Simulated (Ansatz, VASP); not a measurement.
Si in VASP and in Ansatz

```xyz
17
Lattice="0.0000 5.4300 5.4300 5.4300 0.0000 5.4300 5.4300 5.4300 0.0000" Properties=species:S:1:pos:R:3 pbc="T T T"
Si   -0.0085   -0.0746   -0.0752
Si    1.5663    1.1468    1.1462
Si    2.7881    2.7215   -0.0753
Si    3.9953    4.1479    1.3151
Si    2.7881   -0.0747    2.7208
Si    3.9953    1.3157    4.1472
Si    5.1516    2.9918    2.9912
Si    6.8280    4.1478    4.1472
Si    0.1964    2.5163    2.5155
Si    1.2793    3.9822    3.9808
Si    2.6067    5.5345    2.5838
Si    4.1600    6.8634    3.9800
Si    2.6065    2.5845    5.5334
Si    4.1603    3.9810    6.8626
Si    5.5585    5.5353    5.5340
Si    6.5371    7.0353    7.0344
Si    3.4709    4.6737    4.6735
```

Alike in both runs: functional PBEsol; k mesh 2 × 2 × 2; occupations gaussian, width 0.05 eV; no spin polarisation.

Ansatz relaxed the structure, and its values are those at the end. VASP's run is a single point on that final structure, the one shown.

|  | VASP | Ansatz |
| --- | --- | --- |
| version | VASP 6.6.1 | Ansatz 0.2.0 |
| potentials or method | VASP PAW PBE potentials, release 64 (Si), cutoff 520 eV | scalar-relativistic, plane waves, PAW |
| valence electrons in the cell | 68 | 68 |

```tsv
	VASP	Ansatz	Ansatz less VASP
rms of the force components (eV/Å)	0.013	0.013	-0.0003
```

VASP's potentials were made for PBE, not for PBEsol, and Ansatz warns of the same on its side.

The k mesh is coarse, so the values compare programs but aren't converged.
